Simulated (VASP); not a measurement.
# Si: single point with PBE

The system is Si.

```
CELL_PARAMETERS angstrom
4.59062 0.00000 0.00000
-2.29531 3.97560 0.00000
0.00000 0.00000 2.62881
ATOMIC_POSITIONS crystal
Si 0.00000 0.00000 0.00000
Si 0.33333 0.66667 0.50000
Si 0.66667 0.33333 0.50000
```

This isn't the form of Si at room conditions, which is diamond.

| Quantity | Value |
| --- | --- |
| Program | VASP 6.6.1 |
| Task | single point |
| Functional | PBE |
| Potentials or basis | VASP PAW PBE potentials, release 64 (Si) |
| Cutoff | 520 eV |
| k mesh | 9 × 9 × 14 |
| Occupations | fermi-dirac, width 0.1 eV |
| Spin | no spin polarisation |

* Pressure: -6.2 GPa
* Band gap on the k mesh: zero (bands 6 and 7 overlap by 6.42 eV)

Stress tensor (GPa, compression positive):
```
-6.85  0.00  0.00
 0.00 -6.85  0.00
 0.00  0.00 -4.82
```

Levels at points of the mesh, in eV from the Fermi level:
```tsv
k point	band 3	band 4	band 5	band 6	band 7	band 8	band 9	band 10
(0.00, 0.00, 0.00)	-5.32	-4.03	-4.03	-3.95	-3.95	5.75	7.39	9.62
(0.00, 0.00, 0.50)	-0.87	-0.84	-0.53	-0.53	-0.27	0.24	0.91	0.91
```

Run time: 23 s on 1 thread of Intel(R) Xeon(R) Platinum 8559C (Emerald Rapids), with other jobs on the host, peak memory 0.18 GiB.

Caveat: the cell stands under tension.
